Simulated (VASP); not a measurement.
# Ru (P6_3/mmc) in VASP: single point with PBE

Aim: the single point of Ru with PBE.

Program: VASP 6.6.1. These are calculated values, not measurements. Logs are shortened: lines on timing, memory, paths and dates and some standing lists are left out, and cuts for length are marked.

### 1 The cell of the first run

It takes space group P6_3/mmc (No. 194, hexagonal). Conventional cell: a = 2.900 Å, b = 2.900 Å, c = 4.618 Å, α = 90.00°, β = 90.00°, γ = 120.00°. Ru (site symmetry -6m2) has 12 Ru at 2.85 to 2.90 Å within 3.8 Å.

### 2 Single point, PBE (Zr replaced by Ru, lengths x 0.901, strained)

Input file INCAR:

```
ALGO     = Fast           # electronic algorithm
EDIFF    = 1E-6           # SCF threshold, eV
ENCUT    = 520            # plane-wave cutoff, eV
GGA      = PE             # functional
ISIF     = 2              # what is computed and relaxed
ISMEAR   = 0              # smearing method
LASPH    = T              # aspherical terms in the spheres
LCHARG   = F              # write CHGCAR
LREAL    = F              # projectors in reciprocal space
LWAVE    = F              # write WAVECAR
NBANDS   = 21             # bands
NELM     = 100            # most SCF steps
PREC     = Accurate       # precision mode
SIGMA    = 0.1            # smearing width, eV
```

Input file KPOINTS:

```
k-points
0
Gamma
  18 18 10
```

Input file POSCAR:

```
Ru
1.0
    2.8996430173      0.0000000000      0.0000000000
   -1.4498215086      2.5111645148      0.0000000000
    0.0000000000      0.0000000000      4.6177199313
Ru
2
Direct
    0.3333333333      0.6666666667      0.2500000000
    0.6666666667      0.3333333333      0.7500000000
```

Potentials or basis: VASP PAW PBE potentials, release 64 (Ru_pv).

The run is started by

```sh
$ cat potpaw_PBE.64/Ru_pv/POTCAR > POTCAR
$ mpirun -np 1 vasp_std > vasp.out
```

OUTCAR:

```text
EDIFF = 1E-6
   ENCUT = 520
   GGA = PE
   ISIF = 2
   ISMEAR = 0
   LASPH = T
   LREAL = F
   NELM = 100
   PREC = Accurate

 ion  position               nearest neighbor table
   1  0.333  0.667  0.250-   2 2.85   2 2.85   2 2.85   2 2.85   2 2.85   2 2.85
   2  0.667  0.333  0.750-   1 2.85   1 2.85   1 2.85   1 2.85   1 2.85   1 2.85

  LATTYP: Found a hexagonal cell.
 ALAT       =     2.8996430173
 C/A-ratio  =     1.5925132521

  Lattice vectors:

 A1 = (   2.8996430173,   0.0000000000,   0.0000000000)
 A2 = (  -1.4498215086,   2.5111645148,   0.0000000000)
 A3 = (   0.0000000000,   0.0000000000,   4.6177199313)

Analysis of symmetry for initial positions (statically):
=====================================================================
 Subroutine PRICEL returns:
 Original cell was already a primitive cell.

 Routine SETGRP: Setting up the symmetry group for a
 hexagonal supercell.

 Subroutine GETGRP returns: Found 24 space group operations
 (whereof 12 operations were pure point group operations)
 out of a pool of 24 trial point group operations.

The static configuration has the point symmetry D_3d.
 The point group associated with its full space group is D_6h.

Analysis of symmetry for dynamics (positions and initial velocities):
=====================================================================
 Subroutine PRICEL returns:
 Original cell was already a primitive cell.

 Routine SETGRP: Setting up the symmetry group for a
 hexagonal supercell.

 Subroutine GETGRP returns: Found 24 space group operations
 (whereof 12 operations were pure point group operations)
 out of a pool of 24 trial point group operations.

The dynamic configuration has the point symmetry D_3d.
 The point group associated with its full space group is D_6h.

 Subroutine INISYM returns: Found 24 space group operations
 (whereof 12 operations are pure point group operations),
 and found     1 'primitive' translations

----------------------------------------------------------------------------------------

                                     Primitive cell

  volume of cell :      33.6238

  direct lattice vectors                    reciprocal lattice vectors
     2.899643017  0.000000000  0.000000000     0.344870039  0.199110810  0.000000000
    -1.449821509  2.511164515  0.000000000     0.000000000  0.398221620  0.000000000
     0.000000000  0.000000000  4.617719931     0.000000000  0.000000000  0.216557092

  length of vectors
     2.899643017  2.899643017  4.617719931     0.398221620  0.398221620  0.216557092

  position of ions in fractional coordinates (direct lattice)
     0.333333333  0.666666667  0.250000000
     0.666666667  0.333333333  0.750000000

  ion indices of the primitive-cell ions
   primitive index   ion index
                 1           1
                 2           2

----------------------------------------------------------------------------------------

 KPOINTS: k-points

Automatic generation of k-mesh.
 Grid dimensions read from file:
 generate k-points for:   18   18   10

 Generating k-lattice:

  Cartesian coordinates                     Fractional coordinates (reciprocal lattice)
     0.019159447  0.011061712  0.000000000     0.055555556  0.000000000  0.000000000
     0.000000000  0.022123423  0.000000000     0.000000000  0.055555556  0.000000000
     0.000000000  0.000000000  0.021655709     0.000000000  0.000000000  0.100000000

  Length of vectors
     0.022123423  0.022123423  0.021655709

  Shift w.r.t. Gamma in fractional coordinates (k-lattice)
     0.000000000  0.000000000  0.000000000

 Subroutine IBZKPT returns following result:
 ===========================================

 Found    222 irreducible k-points:

 Following reciprocal coordinates:
            Coordinates               Weight
  0.000000  0.000000  0.000000      1.000000
  0.055556  0.000000  0.000000      6.000000
  0.111111  0.000000  0.000000      6.000000
  0.166667  0.000000  0.000000      6.000000
  0.222222  0.000000  0.000000      6.000000
  0.277778 -0.000000  0.000000      6.000000
[... 16 lines left out ...]
  0.333333  0.111111  0.000000     12.000000
  0.388889  0.111111  0.000000     12.000000
 [... further k-points ...]
   k-points           NKPTS =    222   k-points in BZ     NKDIM =    222   number of bands    NBANDS=     21
   number of dos      NEDOS =    301   number of ions     NIONS =      2
   total plane-waves  NPLWV =  20736
   dimension x,y,z NGX =    24 NGY =   24 NGZ =   36
   dimension x,y,z NGXF=    48 NGYF=   48 NGZF=   72
   ions per type =               2
   NGX,Y,Z   is equivalent  to a cutoff of  13.76, 13.76, 12.96 a.u.
   NGXF,Y,Z  is equivalent  to a cutoff of  27.52, 27.52, 25.92 a.u.
 SYSTEM =  unknown system
   PREC   = accura    normal or accurate (medium, high low for compatibility)
   ISTART =      0    job   : 0-new  1-cont  2-samecut
   ICHARG =      2    charge: 1-file 2-atom 10-const
   ISPIN  =      1    spin polarized calculation?
   LNONCOLLINEAR =      F non collinear calculations
   LSORBIT =      F    spin-orbit coupling
   LASPH  =      T    aspherical Exc in radial PAW
   ENCUT  =  520.0 eV  38.22 Ry    6.18 a.u.   5.39  5.39  8.59*2*pi/ulx,y,z
   NELM   =    100;   NELMIN=  2; NELMDL= -5     # of ELM steps
   EDIFF  = 0.1E-05   stopping-criterion for ELM
   LREAL  =      F    real-space projection
   EDIFFG = 0.1E-04   stopping-criterion for IOM
   NSW    =      0    number of steps for IOM
   IBRION =     -1    ionic relax: 0-MD 1-quasi-New 2-CG
   NFREE  =      0    steps in history (QN), initial steepest desc. (CG)
   ISIF   =      2    stress and relaxation
   ISYM   =      2    0-nonsym 1-usesym 2-fastsym
   POTIM  = 0.5000    time-step for ionic-motion
   TEBEG  =    0.0;   TEEND  =   0.0 temperature during run
   PSTRESS=    0.0 pullay stress
   NELECT =      28.0000    total number of electrons
   NUPDOWN=      -1.0000    fix difference up-down
   EMIN   =  10.00;   EMAX   =-10.00  energy-range for DOS
   EFERMI =   0.00;   METHOD = LEGACY
   ISMEAR =     0;   SIGMA  =   0.10  broadening in eV -4-tet -1-fermi 0-gaus
   EFERMI_NEDOS =   21; number of points for ismear=-14 and -15
   IALGO  =     68    algorithm
   IMIX   =      4    mixing-type and parameters
     AMIX     =   0.40;   BMIX     =  1.00
     AMIX_MAG =   1.60;   BMIX_MAG =  1.00
  volume/ion in A,a.u.               =      16.81       113.45
  Fermi-wavevector in a.u.,A,eV,Ry     =   1.540205  2.910565 32.276151  2.372230
  Thomas-Fermi vector in A             =   2.646325
   LORBIT       =      0    0 simple, 1 ext, 2 COOP (PROOUT), +10 PAW based schemes
   GGA     = PE    functional components
   LHFCALC =     F    Hartree Fock is set to
   AEXX    =    0.0000 exact exchange contribution
   IVDW    =     0    specifies the selected vdW correction
   LEPSILON=     F    determine dielectric tensor
   LRPA    =     F    only Hartree local field effects (RPA)
 non-spin polarized calculation
 RMM-DIIS sequential band-by-band and
 Gauss-broadening in eV      SIGMA  =   0.10
  energy-cutoff  :      520.00
  volume of cell :       33.62
 maximum number of plane-waves:       929
 NGX is ok and might be reduce to    24
   NGX = 11   NGY = 11   NGZ = 17

 number of electron      28.0000011 magnetization

 Free energy of the ion-electron system (eV)
  ---------------------------------------------------
  ext. energy  EPLUGINS =         0.00000000
  ---------------------------------------------------
  free energy    TOTEN  =       -17.58497698 eV

  energy without entropy =      -17.57292800  energy(sigma->0) =      -17.57895249

 E-fermi :   9.3033     XC(G=0): -12.8315

 val. band max:        9.3014059541   @ k =   0.3333   0.0556   0.3000
 cond. band min:       9.3050877818   @ k =   0.1111   0.0556   0.4000
 fundamental gap:      0.0036818277
 Fermi energy:         9.3032763129

 k-point     1 :       0.0000    0.0000    0.0000
  band No.  band energies     occupation
      1     -33.6795      2.00000
      2     -33.2284      2.00000
      3     -33.2284      2.00000
      4     -33.1456      2.00000
      5     -33.1456      2.00000
      6     -33.1357      2.00000
[... 13 lines left out ...]
     20      20.0599      0.00000
     21      20.0609      0.00000

 k-point     2 :       0.0556    0.0000    0.0000
  band No.  band energies     occupation
      1     -33.6745      2.00000
      2     -33.2391      2.00000
      3     -33.2320      2.00000
      4     -33.1568      2.00000
      5     -33.1473      2.00000
      6     -33.1381      2.00000
[... 13 lines left out ...]
     20      20.0595      0.00000
     21      20.0604      0.00000

 k-point     3 :       0.1111    0.0000    0.0000
  band No.  band energies     occupation
      1     -33.6597      2.00000
      2     -33.2700      2.00000
      3     -33.2424      2.00000
      4     -33.1890      2.00000
      5     -33.1521      2.00000
      6     -33.1451      2.00000
[... 13 lines left out ...]
     20      20.0595      0.00000
     21      20.0601      0.00000

 k-point     4 :       0.1667    0.0000    0.0000
  band No.  band energies     occupation
      1     -33.6360      2.00000
      2     -33.3173      2.00000
      3     -33.2578      2.00000
      4     -33.2377      2.00000
      5     -33.1599      2.00000
      6     -33.1568      2.00000
[... 13 lines left out ...]
     20      20.0594      0.00000
     21      20.0600      0.00000

 k-point     5 :       0.2222    0.0000    0.0000
  band No.  band energies     occupation
      1     -33.6049      2.00000
      2     -33.3756      2.00000
      3     -33.2965      2.00000
      4     -33.2764      2.00000
      5     -33.1731      2.00000
      6     -33.1697      2.00000
[... 13 lines left out ...]
     20      20.0595      0.00000
     21      22.1778      0.00000

 k-point     6 :       0.2778   -0.0000    0.0000
  band No.  band energies     occupation
      1     -33.5686      2.00000
      2     -33.4378      2.00000
      3     -33.3579      2.00000
      4     -33.2957      2.00000
      5     -33.1937      2.00000
      6     -33.1806      2.00000
[... 13 lines left out ...]
     20      20.0591      0.00000
     21      20.4129      0.00000

 k-point     7 :       0.3333    0.0000    0.0000
  band No.  band energies     occupation
      1     -33.5298      2.00000
      2     -33.4964      2.00000
      3     -33.4147      2.00000
      4     -33.3136      2.00000
      5     -33.2177      2.00000
      6     -33.1910      2.00000
[... 13 lines left out ...]
     20      18.7446      0.00000
     21      22.7058      0.00000
[... 291 lines left out ...]
      1     -33.5921      2.00000
      2     -33.3803      2.00000
      3     -33.3440      2.00000
      4     -33.2635      2.00000
      5     -33.1872      2.00000
      6     -33.1801      2.00000
[... 13 lines left out ...]
     20      20.0604      0.00000
     21      22.2263      0.00000

 k-point    21 :       0.2222    0.1111    0.0000
  band No.  band energies     occupation
      1     -33.5566      2.00000
      2     -33.4358      2.00000
      3     -33.3888      2.00000
      4     -33.2929      2.00000
      5     -33.2020      2.00000
      6     -33.2008      2.00000
[... 13 lines left out ...]
     20      20.4172      0.00000
     21      22.2007      0.00000

 k-point    22 :       0.2778    0.1111    0.0000
  band No.  band energies     occupation
      1     -33.5186      2.00000
      2     -33.4901      2.00000
      3     -33.4284      2.00000
      4     -33.3208      2.00000
      5     -33.2250      2.00000
      6     -33.2154      2.00000
[... 13 lines left out ...]
     20      18.7236      0.00000
     21      21.2890      0.00000

 k-point    23 :       0.3333    0.1111    0.0000
  band No.  band energies     occupation
      1     -33.5348      2.00000
      2     -33.4815      2.00000
      3     -33.4602      2.00000
      4     -33.3433      2.00000
      5     -33.2507      2.00000
      6     -33.2261      2.00000
[... 13 lines left out ...]
     20      18.4336      0.00000
     21      20.4972      0.00000

 k-point    24 :       0.3889    0.1111    0.0000
  band No.  band energies     occupation
      1     -33.5640      2.00000
      2     -33.4809      2.00000
      3     -33.4515      2.00000
      4     -33.3577      2.00000
      5     -33.2732      2.00000
      6     -33.2331      2.00000
[... 13 lines left out ...]
     20      19.3091      0.00000
     21      19.9397      0.00000

 [... further k-points ...]
[... 5 lines left out ...]
  --------------------------------------------------------------------------------------
  -------------------------------------------------------------------------------------
  Total       -7.6849258     -7.6849258     -8.5613037     -0.0000000      0.0000000      0.0000000
  in kB     -366.1870443   -366.1870443   -407.9464844     -0.0000000      0.0000000      0.0000000
  external PRESSURE =    -380.1068577 kB  Pullay stress =       0.0000000 kB

 VOLUME and BASIS-vectors are now :
 -----------------------------------------------------------------------------
  energy-cutoff  :      520.00
  volume of cell :       33.62
      direct lattice vectors                 reciprocal lattice vectors
     2.899643017  0.000000000  0.000000000     0.344870039  0.199110810  0.000000000
    -1.449821509  2.511164515  0.000000000     0.000000000  0.398221620  0.000000000
     0.000000000  0.000000000  4.617719931     0.000000000  0.000000000  0.216557092

 POSITION                                       TOTAL-FORCE (eV/Angst)
 -----------------------------------------------------------------------------------
     -0.00000      1.67411      1.15443         0.000000     -0.000000      0.000000
      1.44982      0.83705      3.46329        -0.000000      0.000000      0.000000
 -----------------------------------------------------------------------------------
    total drift:                                0.000000     -0.000000      0.000000

  FREE ENERGIE OF THE ION-ELECTRON SYSTEM (eV)
  ---------------------------------------------------
  free  energy   TOTEN  =       -17.5849769808 eV

  energy  without entropy=      -17.5729279987  energy(sigma->0) =      -17.57895249
```

Wall time 57 s (1 thread of Intel Xeon Platinum 8488C (Sapphire Rapids), shared host); peak memory 0.24 GiB.

Results:

```
Free energy            : -17.5850 eV
Pressure               : -38.0 GPa
Band gap on the k mesh : zero (band 14 reaches 10.41 eV, above the bottom of band 15 at 8.13 eV)
```

Levels at points of the mesh, in eV from the Fermi level:
```csv
k point,band 10,band 11,band 12,band 13,band 14,band 15,band 16,band 17,band 18,band 19
"(0.00, 0.00, 0.00)",-1.86,-1.79,-1.39,-1.39,-0.98,-0.98,0.85,0.85,1.15,7.90
"(0.50, 0.00, 0.00)",-2.14,-1.56,-1.36,-1.15,1.01,1.29,1.30,3.11,4.79,9.32
"(0.00, 0.00, 0.50)",-2.07,-1.97,-1.97,-1.97,-1.97,0.36,0.36,0.36,0.36,10.76
"(0.50, 0.00, 0.50)",-3.30,-0.74,-0.74,0.37,0.37,1.18,1.18,2.75,2.75,8.29
```

Caveat: the cell differs from its parent crystal (Zr replaced by Ru, lengths x 0.901, strained).
